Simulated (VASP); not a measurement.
# Zn (Fm-3m) in VASP: a series of runs

Runs on Zn. Level: PBE. Tasks: single point.

All numbers are computed with VASP 6.6.1; they aren't measurements. Logs are shortened: lines on timing, memory, paths and dates and some standing lists are left out, and cuts for length are marked.

### 1 The cell of the first run

Symmetry: Fm-3m, No. 225, cubic system. Conventional cell: a = 3.765 Å, b = 3.765 Å, c = 3.765 Å, α = 90.00°, β = 90.00°, γ = 90.00°. Within 3.5 Å of Zn (site symmetry m-3m) lie 12 Zn at 2.66 Å.

### 2 Single point, PBE (volume scaled by 0.88)

File INCAR:

```
SYSTEM = Zn
PREC = Accurate
ENCUT = 520
EDIFF = 1E-6
ISMEAR = 0
SIGMA = 0.1
LREAL = .False.
LASPH = .True.
NELM = 80
ALGO = Fast
ISIF = 2
LWAVE = .False.
LCHARG = .True.
GGA = PE
LELF = .True.
LVHAR = .True.
NBANDS = 12
```

File KPOINTS:

```
regular mesh
0
Gamma
  18 18 18
  0 0 0
```

File POSCAR:

```
Zn
1.0
    0.0000000000      1.8824563863      1.8824563863
    1.8824563863      0.0000000000      1.8824563863
    1.8824563863      1.8824563863      0.0000000000
Zn
1
Direct
    0.0000000000      0.0000000000      0.0000000000
```

Potentials or basis: VASP PAW PBE potentials, release 64 (Zn).

The run is started by

```
cat potpaw_PBE.64/Zn/POTCAR > POTCAR
mpirun -np 1 vasp_std > vasp.out
```

OUTCAR:

```text
SYSTEM = Zn
   PREC = Accurate
   ENCUT = 520
   EDIFF = 1E-6
   ISMEAR = 0
   LREAL = .False.
   LASPH = .True.
   NELM = 80
   ISIF = 2
   GGA = PE

 ion  position               nearest neighbor table
   1  0.000  0.000  0.000-

  LATTYP: Found a face centered cubic cell.
 ALAT       =     3.7649127726

  Lattice vectors:

 A1 = (   0.0000000000,   1.8824563863,   1.8824563863)
 A2 = (   1.8824563863,   0.0000000000,   1.8824563863)
 A3 = (   1.8824563863,   1.8824563863,   0.0000000000)

Analysis of symmetry for initial positions (statically):
=====================================================================
 Subroutine PRICEL returns:
 Original cell was already a primitive cell.

 Routine SETGRP: Setting up the symmetry group for a
 face centered cubic supercell.

 Subroutine GETGRP returns: Found 48 space group operations
 (whereof 48 operations were pure point group operations)
 out of a pool of 48 trial point group operations.

The static configuration has the point symmetry O_h .

Analysis of symmetry for dynamics (positions and initial velocities):
=====================================================================
 Subroutine PRICEL returns:
 Original cell was already a primitive cell.

 Routine SETGRP: Setting up the symmetry group for a
 face centered cubic supercell.

 Subroutine GETGRP returns: Found 48 space group operations
 (whereof 48 operations were pure point group operations)
 out of a pool of 48 trial point group operations.

The dynamic configuration has the point symmetry O_h .

 Subroutine INISYM returns: Found 48 space group operations
 (whereof 48 operations are pure point group operations),
 and found     1 'primitive' translations

----------------------------------------------------------------------------------------

                                     Primitive cell

  volume of cell :      13.3415

  direct lattice vectors                    reciprocal lattice vectors
     0.000000000  1.882456386  1.882456386    -0.265610403  0.265610403  0.265610403
     1.882456386  0.000000000  1.882456386     0.265610403 -0.265610403  0.265610403
     1.882456386  1.882456386  0.000000000     0.265610403  0.265610403 -0.265610403

  length of vectors
     2.662195352  2.662195352  2.662195352     0.460050714  0.460050714  0.460050714

  position of ions in fractional coordinates (direct lattice)
     0.000000000  0.000000000  0.000000000

  ion indices of the primitive-cell ions
   primitive index   ion index
                 1           1

----------------------------------------------------------------------------------------

 KPOINTS: regular mesh

Automatic generation of k-mesh.
 Grid dimensions read from file:
 generate k-points for:   18   18   18

 Generating k-lattice:

  Cartesian coordinates                     Fractional coordinates (reciprocal lattice)
    -0.014756134  0.014756134  0.014756134     0.055555556  0.000000000  0.000000000
     0.014756134 -0.014756134  0.014756134     0.000000000  0.055555556  0.000000000
     0.014756134  0.014756134 -0.014756134     0.000000000  0.000000000  0.055555556

  Length of vectors
     0.025558373  0.025558373  0.025558373

  Shift w.r.t. Gamma in fractional coordinates (k-lattice)
     0.000000000  0.000000000  0.000000000

 Subroutine IBZKPT returns following result:
 ===========================================

 Found    195 irreducible k-points:

 Following reciprocal coordinates:
            Coordinates               Weight
  0.000000  0.000000  0.000000      1.000000
  0.055556  0.000000  0.000000      8.000000
  0.111111  0.000000  0.000000      8.000000
  0.166667  0.000000  0.000000      8.000000
  0.222222  0.000000  0.000000      8.000000
  0.277778  0.000000  0.000000      8.000000
[... 16 lines left out ...]
 -0.277778  0.055556  0.000000     24.000000
 -0.222222  0.055556  0.000000     24.000000
 [... further k-points ...]
   k-points           NKPTS =    195   k-points in BZ     NKDIM =    195   number of bands    NBANDS=     12
   number of dos      NEDOS =    301   number of ions     NIONS =      1
   total plane-waves  NPLWV =   8000
   dimension x,y,z NGX =    20 NGY =   20 NGZ =   20
   dimension x,y,z NGXF=    40 NGYF=   40 NGZF=   40
   ions per type =               1
   NGX,Y,Z   is equivalent  to a cutoff of  12.49, 12.49, 12.49 a.u.
   NGXF,Y,Z  is equivalent  to a cutoff of  24.98, 24.98, 24.98 a.u.
 SYSTEM =  Zn
   PREC   = accura    normal or accurate (medium, high low for compatibility)
   ISTART =      0    job   : 0-new  1-cont  2-samecut
   ICHARG =      2    charge: 1-file 2-atom 10-const
   ISPIN  =      1    spin polarized calculation?
   LNONCOLLINEAR =      F non collinear calculations
   LSORBIT =      F    spin-orbit coupling
   LASPH  =      T    aspherical Exc in radial PAW
   ENCUT  =  520.0 eV  38.22 Ry    6.18 a.u.   4.95  4.95  4.95*2*pi/ulx,y,z
   NELM   =     80;   NELMIN=  2; NELMDL= -5     # of ELM steps
   EDIFF  = 0.1E-05   stopping-criterion for ELM
   LREAL  =      F    real-space projection
   EDIFFG = 0.1E-04   stopping-criterion for IOM
   NSW    =      0    number of steps for IOM
   IBRION =     -1    ionic relax: 0-MD 1-quasi-New 2-CG
   NFREE  =      0    steps in history (QN), initial steepest desc. (CG)
   ISIF   =      2    stress and relaxation
   ISYM   =      2    0-nonsym 1-usesym 2-fastsym
   POTIM  = 0.5000    time-step for ionic-motion
   TEBEG  =    0.0;   TEEND  =   0.0 temperature during run
   PSTRESS=    0.0 pullay stress
   NELECT =      12.0000    total number of electrons
   NUPDOWN=      -1.0000    fix difference up-down
   EMIN   =  10.00;   EMAX   =-10.00  energy-range for DOS
   EFERMI =   0.00;   METHOD = LEGACY
   ISMEAR =     0;   SIGMA  =   0.10  broadening in eV -4-tet -1-fermi 0-gaus
   EFERMI_NEDOS =   21; number of points for ismear=-14 and -15
   IALGO  =     68    algorithm
   IMIX   =      4    mixing-type and parameters
     AMIX     =   0.40;   BMIX     =  1.00
     AMIX_MAG =   1.60;   BMIX_MAG =  1.00
  volume/ion in A,a.u.               =      13.34        90.03
  Fermi-wavevector in a.u.,A,eV,Ry     =   1.580279  2.986294 33.977563  2.497280
  Thomas-Fermi vector in A             =   2.680530
   LORBIT       =      0    0 simple, 1 ext, 2 COOP (PROOUT), +10 PAW based schemes
   GGA     = PE    functional components
   LHFCALC =     F    Hartree Fock is set to
   AEXX    =    0.0000 exact exchange contribution
   IVDW    =     0    specifies the selected vdW correction
   LEPSILON=     F    determine dielectric tensor
   LRPA    =     F    only Hartree local field effects (RPA)
 non-spin polarized calculation
 RMM-DIIS sequential band-by-band and
 Gauss-broadening in eV      SIGMA  =   0.10
  energy-cutoff  :      520.00
  volume of cell :       13.34
 maximum number of plane-waves:       370
   NGX =  9   NGY =  9   NGZ =  9

 number of electron      12.0000003 magnetization

 Free energy of the ion-electron system (eV)
  ---------------------------------------------------
  ext. energy  EPLUGINS =         0.00000000
  ---------------------------------------------------
  free energy    TOTEN  =        -1.02045789 eV

  energy without entropy =       -1.01900963  energy(sigma->0) =       -1.01973376

 E-fermi :   4.0381     XC(G=0): -12.2674

 val. band max:        3.9900760463   @ k =  -0.3889   0.3889   0.0556
 cond. band min:       4.0391315840   @ k =   0.4444   0.0000   0.0000
 fundamental gap:      0.0490555377
 Fermi energy:         4.0381458943

 k-point     1 :       0.0000    0.0000    0.0000
  band No.  band energies     occupation
      1      -7.3756      2.00000
      2      -3.9419      2.00000
      3      -3.9419      2.00000
      4      -3.9419      2.00000
      5      -3.4588      2.00000
      6      -3.4588      2.00000
      7      23.9328      0.00000
      8      24.1829      0.00000
      9      24.1830      0.00000
     10      24.1830      0.00000
     11      26.7967      0.00000
     12      26.7967      0.00000

 k-point     2 :       0.0556    0.0000    0.0000
  band No.  band energies     occupation
      1      -7.2735      2.00000
      2      -3.9526      2.00000
      3      -3.9284      2.00000
      4      -3.9284      2.00000
      5      -3.4630      2.00000
      6      -3.4630      2.00000
      7      22.0438      0.00000
      8      23.8025      0.00000
      9      23.8025      0.00000
     10      23.9760      0.00000
     11      27.3533      0.00000
     12      27.3533      0.00000

 k-point     3 :       0.1111    0.0000    0.0000
  band No.  band energies     occupation
      1      -6.9716      2.00000
      2      -3.9785      2.00000
      3      -3.8935      2.00000
      4      -3.8935      2.00000
      5      -3.4708      2.00000
      6      -3.4708      2.00000
      7      19.1003      0.00000
      8      23.1035      0.00000
      9      23.1035      0.00000
     10      23.8785      0.00000
     11      28.5793      0.00000
     12      28.5794      0.00000
[... 286 lines left out ...]
 k-point    23 :      -0.2778    0.0556    0.0000
  band No.  band energies     occupation
      1      -5.1019      2.00000
      2      -3.8770      2.00000
      3      -3.8446      2.00000
      4      -3.6192      2.00000
      5      -3.3848      2.00000
      6      -3.0750      2.00000
      7      10.0007      0.00000
      8      19.0523      0.00000
      9      22.6465      0.00000
     10      23.5106      0.00000
     11      25.6334      0.00000
     12      26.9725      0.00000

 k-point    24 :      -0.2222    0.0556    0.0000
  band No.  band energies     occupation
      1      -5.5883      2.00000
      2      -3.9606      2.00000
      3      -3.8202      2.00000
      4      -3.8165      2.00000
      5      -3.4720      2.00000
      6      -3.2975      2.00000
      7      12.5810      0.00000
      8      19.3348      0.00000
      9      23.2633      0.00000
     10      24.0644      0.00000
     11      26.6590      0.00000
     12      27.4121      0.00000

 [... further k-points ...]

------------------------ aborting loop because EDIFF is reached ----------------------------------------

  FORCE on cell =-STRESS in cart. coord.  units (eV):
  Direction    XX          YY          ZZ          XY          YZ          ZX
  --------------------------------------------------------------------------------------
  -------------------------------------------------------------------------------------
  Total        1.0526254      1.0526254      1.0526254      0.0000000     -0.0000000      0.0000000
  in kB      126.4094893    126.4094893    126.4094893      0.0000000     -0.0000000      0.0000000
  external PRESSURE =     126.4094893 kB  Pullay stress =       0.0000000 kB

 VOLUME and BASIS-vectors are now :
 -----------------------------------------------------------------------------
  energy-cutoff  :      520.00
  volume of cell :       13.34
      direct lattice vectors                 reciprocal lattice vectors
     0.000000000  1.882456386  1.882456386    -0.265610403  0.265610403  0.265610403
     1.882456386  0.000000000  1.882456386     0.265610403 -0.265610403  0.265610403
     1.882456386  1.882456386  0.000000000     0.265610403  0.265610403 -0.265610403

 POSITION                                       TOTAL-FORCE (eV/Angst)
 -----------------------------------------------------------------------------------
      0.00000      0.00000      0.00000         0.000000     -0.000000     -0.000000
 -----------------------------------------------------------------------------------
    total drift:                                0.000000      0.000000      0.000000

  FREE ENERGIE OF THE ION-ELECTRON SYSTEM (eV)
  ---------------------------------------------------
  free  energy   TOTEN  =        -1.0204578862 eV

  energy  without entropy=       -1.0190096282  energy(sigma->0) =       -1.01973376
```

Wall time 15 s (1 thread of Intel Xeon Platinum 8488C (Sapphire Rapids), shared host); peak memory 0.14 GiB.

Results:

```yaml
Free_energy: -1.0205 eV
Pressure: 12.6 GPa
Band_gap_on_the_k_mesh: zero (band 6 reaches 5.83 eV, above the bottom of band 7 at 2.91 eV)
```

### 3 Single point, PBE (volume scaled by 0.91)

File INCAR:

```
ALGO = Normal ; EDIFF = 1E-6
ENCUT = 520 ; GGA = PE
ISIF = 2 ; ISMEAR = 0
LASPH = True ; LCHARG = False
LREAL = False ; LWAVE = False
NBANDS = 12 ; NELM = 80
PREC = Accurate ; SIGMA = 0.1
```

File KPOINTS:

```
k-points
0
Gamma
  18 18 18
```

File POSCAR:

```
Zn
1.0
    0.0000000000      1.9036093522      1.9036093522
    1.9036093522      0.0000000000      1.9036093522
    1.9036093522      1.9036093522      0.0000000000
Zn
1
Direct
    0.0000000000      0.0000000000      0.0000000000
```

Potentials or basis: VASP PAW PBE potentials, release 64 (Zn).

The run is started by

```
cat potpaw_PBE.64/Zn/POTCAR > POTCAR
mpirun -np 1 vasp_std > vasp.out
```

Wall time 13 s (1 thread of Intel Xeon Platinum 8488C (Sapphire Rapids), shared host); peak memory 0.14 GiB.

Results (log left out):

| Item | Value |
| --- | --- |
| Free energy | -1.0505 eV |
| Pressure | 8.7 GPa |
| Band gap on the k mesh | zero (band 6 reaches 5.55 eV, above the bottom of band 7 at 2.58 eV) |

Levels at points of the mesh, in eV from the Fermi level:
```
           k point  band 3  band 4  band 5  band 6  band 7  band 8  band 9  band 10
(0.00, 0.00, 0.00)   -7.85   -7.85   -7.40   -7.40   19.66   19.67   19.67    19.67
(0.50, 0.00, 0.00)   -7.86   -7.06   -7.06   -3.27   -1.17   16.45   16.45    18.13
(0.50, 0.50, 0.00)   -7.08   -6.98   -6.98   -1.20    2.14    8.97    8.97    12.76
```

### 4 Single point, PBE (volume scaled by 0.94)

File INCAR:

```
  ALGO = Fast
  EDIFF = 1E-6
  ENCUT = 520
  GGA = PE
  ISIF = 2
  ISMEAR = 0
  LASPH = T
  LCHARG = F
  LREAL = F
  LWAVE = F
  NBANDS = 12
  NELM = 80
  PREC = Accurate
  SIGMA = 0.1
```

KPOINTS is that of step 3.

File POSCAR:

```
Zn
1.0
    0.0000000000      1.9243023794      1.9243023794
    1.9243023794      0.0000000000      1.9243023794
    1.9243023794      1.9243023794      0.0000000000
Zn
1
Direct
    0.0000000000      0.0000000000      0.0000000000
```

The run is started by

```
cat potpaw_PBE.64/Zn/POTCAR > POTCAR
mpirun -np 1 vasp_std > vasp.out
```

It took 14 s on 1 thread of Intel Xeon Platinum 8488C (Sapphire Rapids), shared host; peak memory 0.14 GiB.

The run converged. Its results:

```yaml
Free_energy: -1.0702 eV
Pressure: 5.3 GPa
Band_gap_on_the_k_mesh: zero (band 6 reaches 5.27 eV, above the bottom of band 7 at 2.27 eV)
```

Levels at points of the mesh, in eV from the Fermi level:
| k point | band 2 | band 3 | band 4 | band 5 | band 6 | band 7 | band 8 | band 9 | band 10 | band 11 |
| --- | --- | --- | --- | --- | --- | --- | --- | --- | --- | --- |
| (0.00, 0.00, 0.00) | -7.74 | -7.74 | -7.74 | -7.31 | -7.31 | 19.22 | 19.22 | 19.22 | 19.43 | 21.91 |
| (0.50, 0.00, 0.00) | -7.74 | -7.74 | -6.99 | -6.99 | -3.11 | -1.21 | 16.06 | 16.06 | 17.92 | 19.69 |
| (0.50, 0.50, 0.00) | -8.43 | -7.01 | -6.91 | -6.91 | -1.10 | 2.03 | 8.81 | 8.81 | 12.55 | 14.00 |

### 5 Single point, PBE (volume scaled by 0.97)

File INCAR:

```
  ALGO = Normal
  EDIFF = 1E-7
  ENCUT = 520
  GGA = PE
  ISIF = 2
  ISMEAR = 0
  LASPH = T
  LCHARG = T
  LELF = T
  LREAL = F
  LVHAR = T
  LWAVE = F
  NBANDS = 12
  NELM = 80
  PREC = Accurate
  SIGMA = 0.1
```

KPOINTS is that of step 4.

File POSCAR:

```
Zn
1.0
    0.0000000000      1.9445596826      1.9445596826
    1.9445596826      0.0000000000      1.9445596826
    1.9445596826      1.9445596826      0.0000000000
Zn
1
Direct
    0.0000000000      0.0000000000      0.0000000000
```

Potentials or basis: VASP PAW PBE potentials, release 64 (Zn).

The run is started by

```
cat potpaw_PBE.64/Zn/POTCAR > POTCAR
mpirun -np 1 vasp_std > vasp.out
```

OUTCAR:

```text
EDIFF = 1E-7
   ENCUT = 520
   GGA = PE
   ISIF = 2
   ISMEAR = 0
   LASPH = T
   LREAL = F
   NELM = 80
   PREC = Accurate

 ion  position               nearest neighbor table
   1  0.000  0.000  0.000-

  LATTYP: Found a face centered cubic cell.
 ALAT       =     3.8891193652

  Lattice vectors:

 A1 = (   0.0000000000,   1.9445596826,   1.9445596826)
 A2 = (   1.9445596826,   0.0000000000,   1.9445596826)
 A3 = (   1.9445596826,   1.9445596826,   0.0000000000)

Analysis of symmetry for initial positions (statically):
[... 537 lines left out ...]

 [... further k-points ...]

------------------------ aborting loop because EDIFF is reached ----------------------------------------

  FORCE on cell =-STRESS in cart. coord.  units (eV):
  Direction    XX          YY          ZZ          XY          YZ          ZX
  --------------------------------------------------------------------------------------
  -------------------------------------------------------------------------------------
  Total        0.2388510      0.2388510      0.2388510      0.0000000      0.0000000      0.0000000
  in kB       26.0221910     26.0221910     26.0221910      0.0000000      0.0000000      0.0000000
  external PRESSURE =      26.0221910 kB  Pullay stress =       0.0000000 kB

 VOLUME and BASIS-vectors are now :
 -----------------------------------------------------------------------------
  energy-cutoff  :      520.00
  volume of cell :       14.71
      direct lattice vectors                 reciprocal lattice vectors
     0.000000000  1.944559683  1.944559683    -0.257127618  0.257127618  0.257127618
     1.944559683  0.000000000  1.944559683     0.257127618 -0.257127618  0.257127618
     1.944559683  1.944559683  0.000000000     0.257127618  0.257127618 -0.257127618

 POSITION                                       TOTAL-FORCE (eV/Angst)
 -----------------------------------------------------------------------------------
      0.00000      0.00000      0.00000         0.000000     -0.000000      0.000000
 -----------------------------------------------------------------------------------
    total drift:                                0.000000      0.000000      0.000000

  FREE ENERGIE OF THE ION-ELECTRON SYSTEM (eV)
  ---------------------------------------------------
  free  energy   TOTEN  =        -1.0813949942 eV

  energy  without entropy=       -1.0799727074  energy(sigma->0) =       -1.08068385
```

stdout:

```text
POSCAR found type information on POSCAR Zn
 POSCAR found :  1 types and       1 ions
 scaLAPACK will be used
 LDA part: xc-table for (Slater+PW92), standard interpolation
 POSCAR, INCAR and KPOINTS ok, starting setup
 FFT: planning ... GRIDC
 FFT: planning ... GRID_SOFT
 FFT: planning ... GRID
 WAVECAR not read
 entering main loop
```

Wall time 16 s (1 thread of Intel Xeon Platinum 8488C (Sapphire Rapids), shared host); peak memory 0.14 GiB.

What came out:

| Property | Result |
| --- | --- |
| Free energy | -1.0814 eV |
| Pressure | 2.6 GPa |
| Band gap on the k mesh | zero (band 6 reaches 4.99 eV, above the bottom of band 7 at 1.98 eV) |

### 6 The runs side by side

| cell | gap on the mesh (eV) | pressure (GPa) |
| --- | --- | --- |
| a = 2.662 Å, angles 60.0°, 1 atom | none | 12.6 |
| a = 2.692 Å, angles 60.0°, 1 atom | none | 8.7 |
| a = 2.721 Å, angles 60.0°, 1 atom | none | 5.3 |
| a = 2.750 Å, angles 60.0°, 1 atom | none | 2.6 |

Alike in all rows: task single point; level PBE; potentials or basis VASP PAW PBE potentials, release 64 (Zn); no spin polarisation; k mesh 18 × 18 × 18; cutoff (eV) 520; smearing gaussian 0.1 eV.

Total energies depend on the potentials used, so only differences within one code and one set of settings carry meaning.
